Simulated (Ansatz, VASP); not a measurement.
## Two plane-wave programs on Ni

```
CELL_PARAMETERS angstrom
2.35083 0.00000 0.00000
-1.17542 2.03588 0.00000
0.00000 0.00000 23.80000
ATOMIC_POSITIONS crystal
Ni 0.00000 0.00000 0.29412
```

Alike in both runs: functional PBE; k mesh 24 × 24 × 1; occupations gaussian, width 0.1 eV; collinear spin.

Ansatz relaxed the structure, and its values are those at the end. VASP's run is a single point on that final structure, the one shown.

|  | VASP | Ansatz |
| --- | --- | --- |
| version | VASP 6.6.1 | Ansatz 0.2.0 |
| potentials or method | VASP PAW PBE potentials, release 64 (Ni), cutoff 520 eV | scalar-relativistic, plane waves, PAW |
| valence electrons in the cell | 10 | 18 |

VASP gave:

| Item | Value |
| --- | --- |
| gap on the k mesh at the Fermi level (eV) | none |
| net moment per atom (μB) | 0.76 |
| size of the moment on the site where the two differ most (μB) | 0.80 |

Task: What did Ansatz give for the same quantities?

Result: gap on the k mesh at the Fermi level (eV): none; net moment per atom (μB): 0.78; size of the moment on the site where the two differ most (μB): 0.85.

Site moments also hang on the region over which each program counts them. A gap of «none» marks a metal or a gap that the smearing closes. With one functional, cell and mesh, what is left measures potentials, basis and numerics. VASP's potentials hold 10 valence electrons a cell and Ansatz's 18, so a difference there can come from the potentials and not from the codes. Ansatz's warnings: xc potential rough in thin density.
